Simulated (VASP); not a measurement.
SnO2, 6 atoms in the cell. The structure is orthorhombic, space group Pnnm (No. 58). Conventional cell: a = 4.402 Å, b = 4.459 Å, c = 3.077 Å, α = 90.00°, β = 90.00°, γ = 90.00°. Within 2.6 Å of Sn (site symmetry 2/m) lie 6 O at 1.95 to 1.98 Å. Within 2.6 Å of O (site symmetry m) lie 3 Sn at 1.95 to 1.98 Å and 2 O at 2.51 to 2.57 Å. 

* Program: VASP 6.6.1
* Task: single point
* Functional: LDA
* Potentials or basis: VASP PAW LDA potentials, release 64 (Sn_d, O)
* Cutoff: 520 eV
* k mesh: 6 × 6 × 10
* Occupations: gaussian, width 0.02 eV
* Spin: no spin polarisation
* Dipole correction: no
* Further INCAR settings: ALGO = Normal; EDIFF = 1e-07; NBANDS = 35

Potentials or basis: VASP PAW LDA potentials, release 64 (Sn_d, O).

Command:

```console
$ cat potpaw_LDA.64/Sn_d/POTCAR potpaw_LDA.64/O/POTCAR > POTCAR
$ mpirun -np 1 vasp_std > vasp.out
```

Hardware: 1 thread of Intel(R) Xeon(R) Platinum 8488C (Sapphire Rapids), with other jobs on the host.

Problem. Estimate the wall time of this run.

Solution. Wall time 85 s on 1 thread of Intel(R) Xeon(R) Platinum 8488C (Sapphire Rapids) (shared host), peak memory 0.26 GiB. Counts: scf iterations 14, k points 96.
